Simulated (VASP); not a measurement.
# InSb3 (Fm-3m) in VASP: notebook, part 2 of 2

VASP 6.6.1.

## 4. Single point, PBE (strained)

Input file INCAR:

```
ALGO = Normal
EDIFF = 1E-6
ENCUT = 520
GGA = PE
ISIF = 2
ISMEAR = 0
LASPH = T
LCHARG = F
LREAL = F
LWAVE = F
NBANDS = 22
NELM = 60
PREC = Accurate
SIGMA = 0.1
```

Input file KPOINTS:

```
k-points
0
Gamma
  10 10 10
```

Input file POSCAR:

```
InSb3
1.0
    0.0000000000      3.7332729368      3.7332729368
    3.7332729368      0.0000000000      3.7332729368
    3.7332729368      3.7332729368      0.0000000000
In Sb
1 3
Direct
    0.0000000000      0.0000000000      0.0000000000
    0.2500000000      0.2500000000      0.2500000000
    0.7500000000      0.7500000000      0.7500000000
    0.5000000000      0.5000000000      0.5000000000
```

Potentials or basis: VASP PAW PBE potentials, release 64 (In_d, Sb).

Run with:

```console
$ cat potpaw_PBE.64/In_d/POTCAR potpaw_PBE.64/Sb/POTCAR > POTCAR
$ mpirun -np 1 vasp_std > vasp.out
```

OUTCAR:

```text
EDIFF = 1E-6
   ENCUT = 520
   GGA = PE
   ISIF = 2
   ISMEAR = 0
   LASPH = T
   LREAL = F
   NELM = 60
   PREC = Accurate

 ion  position               nearest neighbor table
   1  0.000  0.000  0.000-   3 3.23   3 3.23   3 3.23   2 3.23   2 3.23   2 3.23   3 3.23   2 3.23
                             4 3.73   4 3.73   4 3.73   4 3.73   4 3.73   4 3.73
   2  0.250  0.250  0.250-   1 3.23   1 3.23   1 3.23   4 3.23   4 3.23   4 3.23   4 3.23   1 3.23
                             3 3.73   3 3.73   3 3.73   3 3.73   3 3.73   3 3.73
   3  0.750  0.750  0.750-   4 3.23   4 3.23   4 3.23   1 3.23   1 3.23   1 3.23   4 3.23   1 3.23
                             2 3.73   2 3.73   2 3.73   2 3.73   2 3.73   2 3.73
   4  0.500  0.500  0.500-   2 3.23   2 3.23   2 3.23   3 3.23   3 3.23   3 3.23   3 3.23   2 3.23
                             1 3.73   1 3.73   1 3.73   1 3.73   1 3.73   1 3.73

  LATTYP: Found a face centered cubic cell.
 ALAT       =     7.4665458736

  Lattice vectors:

 A1 = (   0.0000000000,   3.7332729368,   3.7332729368)
 A2 = (   3.7332729368,   0.0000000000,   3.7332729368)
 A3 = (   3.7332729368,   3.7332729368,   0.0000000000)

Analysis of symmetry for initial positions (statically):
[... 177 lines left out ...]
 E-fermi :   8.5682     XC(G=0): -10.3578

 val. band max:        8.5282862021   @ k =   0.2000   0.0000   0.0000
 cond. band min:       8.5695295822   @ k =  -0.3000   0.1000   0.0000
 fundamental gap:      0.0412433801
 Fermi energy:         8.5682253550

 k-point     1 :       0.0000    0.0000    0.0000
  band No.  band energies     occupation
      1      -5.9593      2.00000
      2      -5.9593      2.00000
      3      -5.9593      2.00000
      4      -5.9218      2.00000
      5      -5.9218      2.00000
      6      -4.0006      2.00000
[... 589 lines left out ...]
     21      13.1858      0.00000
     22      13.4003      0.00000

 [... further k-points ...]

------------------------ aborting loop because EDIFF is reached ----------------------------------------

  FORCE on cell =-STRESS in cart. coord.  units (eV):
  Direction    XX          YY          ZZ          XY          YZ          ZX
  --------------------------------------------------------------------------------------
  -------------------------------------------------------------------------------------
  Total        1.7132253      1.7132253      1.7132253     -0.0000000     -0.0000000      0.0000000
  in kB       26.3770261     26.3770261     26.3770261     -0.0000000     -0.0000000      0.0000000
  external PRESSURE =      26.3770261 kB  Pullay stress =       0.0000000 kB

 VOLUME and BASIS-vectors are now :
 -----------------------------------------------------------------------------
  energy-cutoff  :      520.00
  volume of cell :      104.06
      direct lattice vectors                 reciprocal lattice vectors
     0.000000000  3.733272937  3.733272937    -0.133930738  0.133930738  0.133930738
     3.733272937  0.000000000  3.733272937     0.133930738 -0.133930738  0.133930738
     3.733272937  3.733272937  0.000000000     0.133930738  0.133930738 -0.133930738

 POSITION                                       TOTAL-FORCE (eV/Angst)
 -----------------------------------------------------------------------------------
      0.00000      0.00000      0.00000         0.000000      0.000000      0.000000
      1.86664      1.86664      1.86664        -0.000000     -0.000000      0.000000
      5.59991      5.59991      5.59991         0.000000      0.000000     -0.000000
      3.73327      3.73327      3.73327         0.000000      0.000000      0.000000
 -----------------------------------------------------------------------------------
    total drift:                               -0.000000      0.000000      0.000000

  FREE ENERGIE OF THE ION-ELECTRON SYSTEM (eV)
  ---------------------------------------------------
  free  energy   TOTEN  =       -14.2696620864 eV

  energy  without entropy=      -14.2613739124  energy(sigma->0) =      -14.26551800
```

OSZICAR:

```text
N       E                     dE             d eps       ncg     rms          rms(c)
DAV:   1     0.192455138090E+03    0.19246E+03   -0.11075E+04  2068   0.120E+03
DAV:   2     0.217395167488E+01   -0.19028E+03   -0.18331E+03  2262   0.296E+02
DAV:   3    -0.137605592891E+02   -0.15935E+02   -0.15467E+02  2586   0.878E+01
DAV:   4    -0.142820096430E+02   -0.52145E+00   -0.51998E+00  2346   0.165E+01
DAV:   5    -0.143069722735E+02   -0.24963E-01   -0.24960E-01  3042   0.380E+00    0.397E+00
DAV:   6    -0.142773341813E+02    0.29638E-01   -0.56841E-02  2716   0.307E+00    0.220E+00
DAV:   7    -0.142699875025E+02    0.73467E-02   -0.26734E-02  2818   0.165E+00    0.249E-01
DAV:   8    -0.142696193900E+02    0.36811E-03   -0.23943E-03  2512   0.578E-01    0.805E-02
DAV:   9    -0.142696639017E+02   -0.44512E-04   -0.20566E-04  2380   0.990E-02    0.287E-02
DAV:  10    -0.142696618632E+02    0.20385E-05   -0.83138E-06  2702   0.188E-02    0.944E-03
DAV:  11    -0.142696629228E+02   -0.10596E-05   -0.13515E-06  1458   0.101E-02    0.345E-03
DAV:  12    -0.142696620864E+02    0.83638E-06   -0.33464E-07  1280   0.764E-03
   1 F= -.14269662E+02 E0= -.14265518E+02  d E =-.828817E-02
```

stdout:

```text
POSCAR found type information on POSCAR InSb
 POSCAR found :  2 types and       4 ions
 scaLAPACK will be used
 LDA part: xc-table for (Slater+PW92), standard interpolation
 POSCAR, INCAR and KPOINTS ok, starting setup
 FFT: planning ... GRIDC
 FFT: planning ... GRID_SOFT
 FFT: planning ... GRID
 WAVECAR not read
 entering main loop
```

It took 46 s on 1 thread of Intel Xeon 6975P-C (Granite Rapids), shared host; peak memory 0.29 GiB.

What came out:

```yaml
Free_energy: -14.2697 eV
Pressure: 2.6 GPa
Band_gap_on_the_k_mesh: zero (band 14 reaches 9.77 eV, above the bottom of band 15 at 6.46 eV)
```

Caveat: the cell differs from its parent crystal (strained); spin-orbit coupling is left out, which moves the levels of the heavy elements.

## 5. Single point, PBE (strained)

Input file INCAR:

```
SYSTEM = InSb3
ALGO     = Normal         ! electronic algorithm
EDIFF    = 1E-6           ! SCF threshold, eV
ENCUT    = 520            ! plane-wave cutoff, eV
GGA      = PE             ! functional
ISIF     = 2              ! what is computed and relaxed
ISMEAR   = 0              ! smearing method
LASPH    = .TRUE.         ! aspherical terms in the spheres
LCHARG   = .TRUE.         ! write CHGCAR
LELF     = .TRUE.         ! ELF
LREAL    = .FALSE.        ! projectors in reciprocal space
LVHAR    = .TRUE.       
LWAVE    = .FALSE.        ! write WAVECAR
NBANDS   = 22             ! bands
NELM     = 100            ! most SCF steps
PREC     = Accurate       ! precision mode
SIGMA    = 0.1            ! smearing width, eV
```

Input file KPOINTS:

```
k-points
0
G
  10 10 10
  0 0 0
```

Input file POSCAR:

```
InSb3
1.0
    0.0000000000      3.7403308090      3.7403308090
    3.7403308090      0.0000000000      3.7403308090
    3.7403308090      3.7403308090      0.0000000000
In Sb
1 3
Direct
    0.0000000000      0.0000000000      0.0000000000
    0.2500000000      0.2500000000      0.2500000000
    0.7500000000      0.7500000000      0.7500000000
    0.5000000000      0.5000000000      0.5000000000
```

Potentials or basis: VASP PAW PBE potentials, release 64 (In_d, Sb).

Run with:

```console
$ cat potpaw_PBE.64/In_d/POTCAR potpaw_PBE.64/Sb/POTCAR > POTCAR
$ mpirun -np 1 vasp_std > vasp.out
```

OUTCAR:

```text
SYSTEM = InSb3
   EDIFF = 1E-6
   ENCUT = 520
   GGA = PE
   ISIF = 2
   ISMEAR = 0
   LASPH = .TRUE.
   LREAL = .FALSE.
   NELM = 100
   PREC = Accurate

 ion  position               nearest neighbor table
   1  0.000  0.000  0.000-   2 3.24   3 3.24   3 3.24   3 3.24   3 3.24   2 3.24   2 3.24   2 3.24
                             4 3.74   4 3.74   4 3.74   4 3.74   4 3.74   4 3.74
   2  0.250  0.250  0.250-   1 3.24   4 3.24   1 3.24   1 3.24   1 3.24   4 3.24   4 3.24   4 3.24
                             3 3.74   3 3.74   3 3.74   3 3.74   3 3.74   3 3.74
   3  0.750  0.750  0.750-   1 3.24   4 3.24   4 3.24   4 3.24   4 3.24   1 3.24   1 3.24   1 3.24
                             2 3.74   2 3.74   2 3.74   2 3.74   2 3.74   2 3.74
   4  0.500  0.500  0.500-   2 3.24   3 3.24   2 3.24   2 3.24   2 3.24   3 3.24   3 3.24   3 3.24
                             1 3.74   1 3.74   1 3.74   1 3.74   1 3.74   1 3.74

  LATTYP: Found a face centered cubic cell.
 ALAT       =     7.4806616180

  Lattice vectors:

 A1 = (   0.0000000000,   3.7403308090,   3.7403308090)
 A2 = (   3.7403308090,   0.0000000000,   3.7403308090)
 A3 = (   3.7403308090,   3.7403308090,   0.0000000000)

[... 179 lines left out ...]

 val. band max:        8.4503445105   @ k =   0.2000   0.0000   0.0000
 cond. band min:       8.5034956466   @ k =  -0.3000   0.1000   0.0000
 fundamental gap:      0.0531511360
 Fermi energy:         8.4964506410

 k-point     1 :       0.0000    0.0000    0.0000
  band No.  band energies     occupation
      1      -6.0268      2.00000
      2      -6.0268      2.00000
      3      -6.0268      2.00000
      4      -5.9900      2.00000
      5      -5.9900      2.00000
      6      -4.0311      2.00000
[... 589 lines left out ...]
     21      13.0927      0.00000
     22      13.3300      0.00000

 [... further k-points ...]

------------------------ aborting loop because EDIFF is reached ----------------------------------------

  FORCE on cell =-STRESS in cart. coord.  units (eV):
  Direction    XX          YY          ZZ          XY          YZ          ZX
  --------------------------------------------------------------------------------------
  -------------------------------------------------------------------------------------
  Total        1.4731277      1.4731277      1.4731277      0.0000000     -0.0000000      0.0000000
  in kB       22.5523058     22.5523058     22.5523058      0.0000000     -0.0000000      0.0000000
  external PRESSURE =      22.5523058 kB  Pullay stress =       0.0000000 kB

 VOLUME and BASIS-vectors are now :
 -----------------------------------------------------------------------------
  energy-cutoff  :      520.00
  volume of cell :      104.66
      direct lattice vectors                 reciprocal lattice vectors
     0.000000000  3.740330809  3.740330809    -0.133678016  0.133678016  0.133678016
     3.740330809  0.000000000  3.740330809     0.133678016 -0.133678016  0.133678016
     3.740330809  3.740330809  0.000000000     0.133678016  0.133678016 -0.133678016

 POSITION                                       TOTAL-FORCE (eV/Angst)
 -----------------------------------------------------------------------------------
      0.00000      0.00000      0.00000         0.000000      0.000000     -0.000000
      1.87017      1.87017      1.87017        -0.000000     -0.000000      0.000000
      5.61050      5.61050      5.61050        -0.000000      0.000000      0.000000
      3.74033      3.74033      3.74033         0.000000      0.000000     -0.000000
 -----------------------------------------------------------------------------------
    total drift:                               -0.000000      0.000000      0.000000

  FREE ENERGIE OF THE ION-ELECTRON SYSTEM (eV)
  ---------------------------------------------------
  free  energy   TOTEN  =       -14.2787775929 eV

  energy  without entropy=      -14.2703484796  energy(sigma->0) =      -14.27456304
```

stdout:

```text
POSCAR found type information on POSCAR InSb
 POSCAR found :  2 types and       4 ions
 scaLAPACK will be used
 LDA part: xc-table for (Slater+PW92), standard interpolation
 POSCAR, INCAR and KPOINTS ok, starting setup
 FFT: planning ... GRIDC
 FFT: planning ... GRID_SOFT
 FFT: planning ... GRID
 WAVECAR not read
 entering main loop
```

Run time: 50 s. Hardware: 1 thread of Intel Xeon 6975P-C (Granite Rapids), shared host; peak memory 0.28 GiB.

Results:

```yaml
Free_energy: -14.2788 eV
Pressure: 2.3 GPa
Band_gap_on_the_k_mesh: zero (band 14 reaches 9.69 eV, above the bottom of band 15 at 6.37 eV)
```

Caveat: the cell differs from its parent crystal (strained); spin-orbit coupling is left out, which moves the levels of the heavy elements.

## 6. The runs side by side

```csv
cell,gap on the mesh (eV),pressure (GPa)
"a = 5.174 Å, angles 60.0°, 4 atoms",none,7.2
"a = 5.255 Å, angles 60.0°, 4 atoms",none,3.6
"a = 5.280 Å, angles 60.0°, 4 atoms",none,2.6
"a = 5.290 Å, angles 60.0°, 4 atoms",none,2.3
```

Alike in all rows: task single point; level PBE; potentials or basis VASP PAW PBE potentials, release 64 (In_d, Sb); no spin polarisation; k mesh 10 × 10 × 10; cutoff (eV) 520; smearing gaussian 0.1 eV.

Caveats: spin-orbit coupling is left out, which moves the levels of the heavy elements.

Total energies depend on the potentials used, so only differences within one code and one set of settings carry meaning.
